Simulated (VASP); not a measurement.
# Al3Ru2 (I4/mmm) in VASP: single point with r2SCAN

Aim: the single point of Al3Ru2 with r2SCAN.

Program: VASP 6.6.1. These are calculated values, not measurements. Logs are shortened: lines on timing, memory, paths and dates and some standing lists are left out, and cuts for length are marked.

## 1. The cell of the first run

It takes space group I4/mmm (No. 139, tetragonal). Conventional cell: a = 3.078 Å, b = 3.078 Å, c = 14.286 Å, α = 90.00°, β = 90.00°, γ = 90.00°. Within 3.5 Å of Al (site symmetry 4/mmm) lie 8 Ru at 2.65 Å and 6 Al at 2.77 to 3.08 Å. Al (site symmetry 4mm) has 5 Ru at 2.51 to 2.86 Å and 9 Al at 2.70 to 3.08 Å within 3.3 Å. Within 3.3 Å of Ru (site symmetry 4mm) lie 9 Al at 2.51 to 2.86 Å and 5 Ru at 3.02 to 3.08 Å.

## 2. Single point, r2SCAN

POSCAR reads:

```
Al3Ru2
1.0
   -1.5389008750      1.5389008750      7.1431020300
    1.5389008750     -1.5389008750      7.1431020300
    1.5389008750      1.5389008750     -7.1431020300
Al Ru
3 2
Direct
    0.0000000000      0.0000000000      0.0000000000
    0.8061846200      0.8061846200      0.0000000000
    0.1938153800      0.1938153800      0.0000000000
    0.6058685700      0.6058685700      0.0000000000
    0.3941314300      0.3941314300      0.0000000000
```

INCAR.step1 reads:

```
ALGO = Normal
EDIFF = 1E-4
ENCUT = 520
GGA = PE
ISMEAR = 0
LASPH = T
LCHARG = F
LREAL = F
LWAVE = T
NBANDS = 26
NELM = 60
PREC = Accurate
SIGMA = 0.3
```

INCAR.step2 reads:

```
ALGO = Normal
EDIFF = 1E-6
ENCUT = 520
ISIF = 2
ISMEAR = 0
ISTART = 1
LASPH = T
LCHARG = F
LMIXTAU = T
LREAL = F
LWAVE = F
METAGGA = R2SCAN
NBANDS = 26
NELM = 60
PREC = Accurate
SIGMA = 0.3
```

KPOINTS reads:

```
k-points
0
Gamma
  16 16 16
```

Potentials or basis: VASP PAW PBE potentials, release 64 (Al, Ru_pv).

The run is started by

```sh
$ cat potpaw_PBE.64/Al/POTCAR potpaw_PBE.64/Ru_pv/POTCAR > POTCAR
$ cp INCAR.step1 INCAR
$ mpirun -np 1 vasp_std > vasp.out
$ cp INCAR.step2 INCAR
$ mpirun -np 1 vasp_std > vasp.out
```

OUTCAR:

```text
EDIFF = 1E-6
   ENCUT = 520
   ISIF = 2
   ISMEAR = 0
   ISTART = 1
   LASPH = T
   LREAL = F
   METAGGA = R2SCAN
   NELM = 60
   PREC = Accurate

 ion  position               nearest neighbor table
   1  0.000  0.000  0.000-   5 2.65   4 2.65   4 2.65   4 2.65   4 2.65   5 2.65   5 2.65   5 2.65
                             2 2.77   3 2.77
   2  0.806  0.806  0.000-   5 2.51   5 2.51   5 2.51   5 2.51   3 2.70   3 2.70   3 2.70   3 2.70
                             1 2.77   4 2.86
   3  0.194  0.194  0.000-   4 2.51   4 2.51   4 2.51   4 2.51   2 2.70   2 2.70   2 2.70   2 2.70
                             1 2.77   5 2.86
   4  0.606  0.606  0.000-   3 2.51   3 2.51   3 2.51   3 2.51   1 2.65   1 2.65   1 2.65   1 2.65
                             2 2.86   5 3.02
   5  0.394  0.394  0.000-   2 2.51   2 2.51   2 2.51   2 2.51   1 2.65   1 2.65   1 2.65   1 2.65
                             3 2.86   4 3.02

  LATTYP: Found a body centered tetragonal cell.
 ALAT       =     3.0778017500
 C/A-ratio  =     4.6416907977

  Lattice vectors:

 A1 = (  -1.5389008750,   1.5389008750,   7.1431020300)
 A2 = (   1.5389008750,  -1.5389008750,   7.1431020300)
 A3 = (   1.5389008750,   1.5389008750,  -7.1431020300)

Analysis of symmetry for initial positions (statically):
=====================================================================
 Subroutine PRICEL returns:
 Original cell was already a primitive cell.

 Routine SETGRP: Setting up the symmetry group for a
 body centered tetragonal supercell.

 Subroutine GETGRP returns: Found 16 space group operations
 (whereof 16 operations were pure point group operations)
 out of a pool of 16 trial point group operations.

The static configuration has the point symmetry D_4h.

Analysis of symmetry for dynamics (positions and initial velocities):
=====================================================================
 Subroutine PRICEL returns:
 Original cell was already a primitive cell.

 Routine SETGRP: Setting up the symmetry group for a
 body centered tetragonal supercell.

 Subroutine GETGRP returns: Found 16 space group operations
 (whereof 16 operations were pure point group operations)
 out of a pool of 16 trial point group operations.

The dynamic configuration has the point symmetry D_4h.

 Subroutine INISYM returns: Found 16 space group operations
 (whereof 16 operations are pure point group operations),
 and found     1 'primitive' translations

----------------------------------------------------------------------------------------

                                     Primitive cell

  volume of cell :      67.6656

  direct lattice vectors                    reciprocal lattice vectors
    -1.538900875  1.538900875  7.143102030     0.000000000  0.324907217  0.069997600
     1.538900875 -1.538900875  7.143102030     0.324907217  0.000000000  0.069997600
     1.538900875  1.538900875 -7.143102030     0.324907217  0.324907217  0.000000000

  length of vectors
     7.467284541  7.467284541  7.467284541     0.332361796  0.332361796  0.459488192

  position of ions in fractional coordinates (direct lattice)
     0.000000000  0.000000000  0.000000000
     0.806184620  0.806184620  0.000000000
     0.193815380  0.193815380  0.000000000
     0.605868570  0.605868570  0.000000000
     0.394131430  0.394131430  0.000000000

  ion indices of the primitive-cell ions
   primitive index   ion index
                 1           1
                 2           2
                 3           3
                 4           4
                 5           5

----------------------------------------------------------------------------------------

 KPOINTS: k-points

Automatic generation of k-mesh.
 Grid dimensions read from file:
 generate k-points for:   16   16   16

 Generating k-lattice:

  Cartesian coordinates                     Fractional coordinates (reciprocal lattice)
     0.000000000  0.020306701  0.004374850     0.062500000  0.000000000  0.000000000
     0.020306701  0.000000000  0.004374850     0.000000000  0.062500000  0.000000000
     0.020306701  0.020306701  0.000000000     0.000000000  0.000000000  0.062500000

  Length of vectors
     0.020772612  0.020772612  0.028718012

  Shift w.r.t. Gamma in fractional coordinates (k-lattice)
     0.000000000  0.000000000  0.000000000

 Subroutine IBZKPT returns following result:
 ===========================================

 Found    349 irreducible k-points:

 Following reciprocal coordinates:
            Coordinates               Weight
  0.000000  0.000000  0.000000      1.000000
  0.062500  0.000000  0.000000      8.000000
  0.125000  0.000000  0.000000      8.000000
  0.187500  0.000000 -0.000000      8.000000
  0.250000  0.000000  0.000000      8.000000
  0.312500  0.000000  0.000000      8.000000
[... 16 lines left out ...]
 -0.125000  0.062500  0.000000     16.000000
 -0.062500  0.062500  0.000000      4.000000
 [... further k-points ...]
   k-points           NKPTS =    349   k-points in BZ     NKDIM =    349   number of bands    NBANDS=     26
   number of dos      NEDOS =    301   number of ions     NIONS =      5
   total plane-waves  NPLWV = 175616
   dimension x,y,z NGX =    56 NGY =   56 NGZ =   56
   dimension x,y,z NGXF=   112 NGYF=  112 NGZF=  112
   ions per type =               3   2
   NGX,Y,Z   is equivalent  to a cutoff of  12.47, 12.47, 12.47 a.u.
   NGXF,Y,Z  is equivalent  to a cutoff of  24.93, 24.93, 24.93 a.u.
 SYSTEM =  unknown system
   PREC   = accura    normal or accurate (medium, high low for compatibility)
   ISTART =      1    job   : 0-new  1-cont  2-samecut
   ICHARG =      0    charge: 1-file 2-atom 10-const
   ISPIN  =      1    spin polarized calculation?
   LNONCOLLINEAR =      F non collinear calculations
   LSORBIT =      F    spin-orbit coupling
   LASPH  =      T    aspherical Exc in radial PAW
   ENCUT  =  520.0 eV  38.22 Ry    6.18 a.u.  13.88 13.88 13.88*2*pi/ulx,y,z
   NELM   =     60;   NELMIN=  2; NELMDL=  0     # of ELM steps
   EDIFF  = 0.1E-05   stopping-criterion for ELM
   LREAL  =      F    real-space projection
   EDIFFG = 0.1E-04   stopping-criterion for IOM
   NSW    =      0    number of steps for IOM
   IBRION =     -1    ionic relax: 0-MD 1-quasi-New 2-CG
   NFREE  =      0    steps in history (QN), initial steepest desc. (CG)
   ISIF   =      2    stress and relaxation
   ISYM   =      2    0-nonsym 1-usesym 2-fastsym
   POTIM  = 0.5000    time-step for ionic-motion
   TEBEG  =    0.0;   TEEND  =   0.0 temperature during run
   PSTRESS=    0.0 pullay stress
   NELECT =      37.0000    total number of electrons
   NUPDOWN=      -1.0000    fix difference up-down
   EMIN   =  10.00;   EMAX   =-10.00  energy-range for DOS
   EFERMI =   0.00;   METHOD = LEGACY
   ISMEAR =     0;   SIGMA  =   0.30  broadening in eV -4-tet -1-fermi 0-gaus
   EFERMI_NEDOS =   21; number of points for ismear=-14 and -15
   IALGO  =     38    algorithm
   IMIX   =      4    mixing-type and parameters
     AMIX     =   0.40;   BMIX     =  1.00
     AMIX_MAG =   1.60;   BMIX_MAG =  1.00
  volume/ion in A,a.u.               =      13.53        91.33
  Fermi-wavevector in a.u.,A,eV,Ry     =   1.338709  2.529792 24.383552  1.792140
  Thomas-Fermi vector in A             =   2.467158
   LORBIT       =      0    0 simple, 1 ext, 2 COOP (PROOUT), +10 PAW based schemes
   METAGGA = R2SCAN    functional components
   LHFCALC =     F    Hartree Fock is set to
   AEXX    =    0.0000 exact exchange contribution
   IVDW    =     0    specifies the selected vdW correction
   LEPSILON=     F    determine dielectric tensor
   LRPA    =     F    only Hartree local field effects (RPA)
 non-spin polarized calculation
 Gauss-broadening in eV      SIGMA  =   0.30
  energy-cutoff  :      520.00
  volume of cell :       67.67
 maximum number of plane-waves:      1846
   NGX = 27   NGY = 27   NGZ = 27

 number of electron      37.0000000 magnetization

 Free energy of the ion-electron system (eV)
  ---------------------------------------------------
  ext. energy  EPLUGINS =         0.00000000
  ---------------------------------------------------
  free energy    TOTEN  =       -74.97568112 eV

  energy without entropy =      -74.91990491  energy(sigma->0) =      -74.94779301

 E-fermi :  10.3962     XC(G=0): -13.1659

 val. band max:       10.3944031066   @ k =   0.3125   0.1875   0.1250
 cond. band min:      10.4029867325   @ k =  -0.2500   0.5000   0.0625
 fundamental gap:      0.0085836258
 Fermi energy:        10.3961761755

 k-point     1 :       0.0000    0.0000    0.0000
  band No.  band energies     occupation
      1     -32.9205      2.00000
      2     -32.8525      2.00000
      3     -32.8525      2.00000
      4     -32.8438      2.00000
      5     -32.8438      2.00000
      6     -32.8178      2.00000
[... 18 lines left out ...]
     25      16.7752      0.00000
     26      16.7926      0.00000

 k-point     2 :       0.0625    0.0000    0.0000
  band No.  band energies     occupation
      1     -32.9197      2.00000
      2     -32.8592      2.00000
      3     -32.8520      2.00000
      4     -32.8504      2.00000
      5     -32.8432      2.00000
      6     -32.8172      2.00000
[... 18 lines left out ...]
     25      16.9695      0.00000
     26      17.4050      0.00000

 k-point     3 :       0.1250    0.0000    0.0000
  band No.  band energies     occupation
      1     -32.9173      2.00000
      2     -32.8783      2.00000
      3     -32.8690      2.00000
      4     -32.8503      2.00000
      5     -32.8415      2.00000
      6     -32.8155      2.00000
[... 572 lines left out ...]
 k-point    23 :      -0.1250    0.0625    0.0000
  band No.  band energies     occupation
      1     -32.9166      2.00000
      2     -32.8777      2.00000
      3     -32.8684      2.00000
      4     -32.8569      2.00000
      5     -32.8480      2.00000
      6     -32.8148      2.00000
[... 18 lines left out ...]
     25      16.9375      0.00000
     26      18.5467      0.00000

 k-point    24 :      -0.0625    0.0625    0.0000
  band No.  band energies     occupation
      1     -32.9189      2.00000
      2     -32.8589      2.00000
      3     -32.8584      2.00000
      4     -32.8500      2.00000
      5     -32.8495      2.00000
      6     -32.8166      2.00000
[... 18 lines left out ...]
     25      16.5353      0.00000
     26      17.9861      0.00000

 [... further k-points ...]

------------------------ aborting loop because EDIFF is reached ----------------------------------------

  FORCE on cell =-STRESS in cart. coord.  units (eV):
  Direction    XX          YY          ZZ          XY          YZ          ZX
  --------------------------------------------------------------------------------------
  -------------------------------------------------------------------------------------
  Total       -0.0721290     -0.0721290     -0.0479024      0.0000000     -0.0000000      0.0000000
  in kB       -1.7078593     -1.7078593     -1.1342265      0.0000000     -0.0000000      0.0000000
  external PRESSURE =      -1.5166484 kB  Pullay stress =       0.0000000 kB

 VOLUME and BASIS-vectors are now :
 -----------------------------------------------------------------------------
  energy-cutoff  :      520.00
  volume of cell :       67.67
      direct lattice vectors                 reciprocal lattice vectors
    -1.538900875  1.538900875  7.143102030     0.000000000  0.324907217  0.069997600
     1.538900875 -1.538900875  7.143102030     0.324907217  0.000000000  0.069997600
     1.538900875  1.538900875 -7.143102030     0.324907217  0.324907217  0.000000000

 POSITION                                       TOTAL-FORCE (eV/Angst)
 -----------------------------------------------------------------------------------
      0.00000      0.00000      0.00000        -0.000000     -0.000000     -0.000000
      0.00000      0.00000     11.51732         0.000000      0.000000     -0.045782
      0.00000      0.00000      2.76889        -0.000000     -0.000000      0.045782
      0.00000      0.00000      8.65556         0.000000      0.000000     -0.018223
      0.00000      0.00000      5.63064         0.000000      0.000000      0.018223
 -----------------------------------------------------------------------------------
    total drift:                                0.000000      0.000000     -0.000000

  FREE ENERGIE OF THE ION-ELECTRON SYSTEM (eV)
  ---------------------------------------------------
  free  energy   TOTEN  =       -74.9756811164 eV

  energy  without entropy=      -74.9199049103  energy(sigma->0) =      -74.94779301
```

Wall time 58 min (1 thread of Intel Xeon 6975P-C (Granite Rapids), shared host); peak memory 0.84 GiB.

Results:

```
Free energy            : -74.9757 eV
Pressure               : -0.2 GPa
Largest force          : 0.046 eV/Å
Band gap on the k mesh : zero (an odd number of electrons rules out a gap without spin polarisation)
```

Forces on the atoms (eV/Å):
```
Al   0.000  0.000  0.000
Al   0.000  0.000 -0.046
Al   0.000  0.000  0.046
Ru   0.000  0.000 -0.018
Ru   0.000  0.000  0.018
```

Levels at points of the mesh, in eV from the Fermi level:
| k point | band 17 | band 18 | band 19 | band 20 | band 21 | band 22 |
| --- | --- | --- | --- | --- | --- | --- |
| (0.00, 0.00, 0.00) | -0.95 | -0.33 | -0.19 | 3.63 | 4.97 | 5.78 |
| (0.50, 0.00, 0.00) | -1.80 | -1.20 | -0.45 | 1.46 | 1.79 | 4.34 |
| (0.50, 0.50, 0.00) | 0.60 | 0.66 | 1.28 | 1.33 | 2.05 | 2.35 |
| (0.50, 0.50, 0.50) | -0.60 | -0.31 | -0.21 | 2.55 | 4.64 | 4.64 |

Caveat: so wide a smearing shifts energies and pressures; the PAW data sets were made with another functional, which shifts forces and pressure a little.
